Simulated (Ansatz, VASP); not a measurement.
## CsBr: VASP beside Ansatz

```xyz
2
Lattice="4.2344 0.0000 0.0000 0.0000 4.2344 0.0000 0.0000 0.0000 4.2344" Properties=species:S:1:pos:R:3 pbc="T T T"
Cs    0.0000    0.0000    0.0000
Br    2.1172    2.1172    2.1172
```

Alike in both runs: task single point; functional r2SCAN; k mesh 6 × 6 × 6; occupations gaussian, width 0.02 eV; no spin polarisation.

```csv
,VASP,Ansatz
version,VASP 6.6.1,Ansatz 0.2.0
potentials or method,"VASP PAW PBE potentials, release 64 (Cs_sv, Br), cutoff 550 eV","scalar-relativistic, plane waves, PAW"
valence electrons in the cell,16,16
```

```csv
,VASP,Ansatz,Ansatz less VASP
gap on the k mesh at the Fermi level (eV),5.35,5.36,+0.007
least direct gap on the mesh (eV),5.35,5.36,+0.007
pressure (GPa),1.2,1.1,-0.06
```

VASP's potentials were made for PBE, not for r2SCAN. The functional is the same, so the differences come from potentials, cutoffs and numerics.

Neither program's run includes spin-orbit coupling.
